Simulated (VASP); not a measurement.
# SnSe: single point with PBE

The system is SnSe.

```xyz
8
Lattice="11.7393 0.0000 0.0000 0.0000 4.1295 0.0000 0.0000 0.0000 4.5943" Properties=species:S:1:pos:R:3 pbc="T T T"
Sn    7.2887    3.0971    1.7709
Sn   10.3202    1.0324    4.0681
Sn    4.4506    1.0324    2.8234
Sn    1.4191    3.0971    0.5262
Se    1.7385    1.0324    2.3485
Se    7.6082    1.0324    4.5430
Se    4.1311    3.0971    0.0514
Se   10.0007    3.0971    2.2458
```

This cell differs from its parent crystal: uniaxial z strain -2.0%.

```json
{
  "Program": "VASP 6.6.1",
  "Task": "single point",
  "Functional": "PBE",
  "Potentials or basis": "VASP PAW PBE potentials, release 64 (Sn_d, Se)",
  "Cutoff": "520 eV",
  "k mesh": "2 × 6 × 6",
  "Occupations": "fermi-dirac, width 0.02 eV",
  "Spin": "no spin polarisation",
  "Dipole correction": "no",
  "Further INCAR settings": "ALGO = Normal; EDIFF = 1e-06; NBANDS = 50"
}
```

| Quantity | Value |
| --- | --- |
| Pressure | 1.6 GPa |
| Largest force | 0.248 eV/Å |
| Band gap on the k mesh | 0.69 eV (least direct gap 0.97 eV) |

Forces on the atoms (eV/Å):
```
Sn  -0.182  0.000  0.168
Sn   0.182  0.000  0.168
Sn   0.182  0.000 -0.168
Sn  -0.182  0.000 -0.168
Se  -0.136  0.000  0.178
Se  -0.136  0.000 -0.178
Se   0.136  0.000  0.178
Se   0.136  0.000 -0.178
```

Stress tensor (GPa, compression positive):
```
1.46 0.00 0.00
0.00 1.92 0.00
0.00 0.00 1.51
```

Levels at points of the mesh, in eV from the valence-band top:
```csv
k point,band 36,band 37,band 38,band 39,band 40,band 41,band 42,band 43,band 44,band 45
"(0.00, 0.00, 0.00)",-1.79,-1.47,-1.06,-0.63,-0.25,0.83,2.77,2.81,2.87,3.17
"(0.50, 0.00, 0.00)",-1.93,-1.69,-1.69,-0.41,-0.41,2.45,2.45,2.58,2.58,3.69
"(0.00, 0.50, 0.00)",-1.72,-0.95,-0.95,-0.94,-0.94,1.21,1.21,1.31,1.31,2.02
"(0.50, 0.50, 0.00)",-2.06,-1.07,-1.07,-1.07,-1.07,1.50,1.50,1.50,1.50,2.35
"(0.00, 0.00, 0.50)",-1.40,-0.82,-0.82,-0.13,-0.13,1.38,1.38,1.84,1.84,2.19
"(0.50, 0.00, 0.50)",-1.76,-0.52,-0.52,-0.15,-0.15,1.39,1.39,1.82,1.82,2.23
"(0.00, 0.50, 0.50)",-3.03,-2.04,-2.04,-1.29,-1.29,2.70,2.70,2.98,2.98,4.56
"(0.50, 0.50, 0.50)",-3.52,-1.40,-1.40,-1.40,-1.40,2.53,2.53,2.53,2.53,4.55
```

It took 2.4 min on 1 thread of Intel(R) Xeon(R) 6975P-C (Granite Rapids), on a shared host, peak memory 0.47 GiB.

Caveat: the cell differs from its parent crystal (uniaxial z strain -2.0%); semilocal functionals underestimate gaps, and a narrow one can read as zero; spin-orbit coupling is left out, which moves the levels of the heavy elements. A k mesh can miss the band edges.
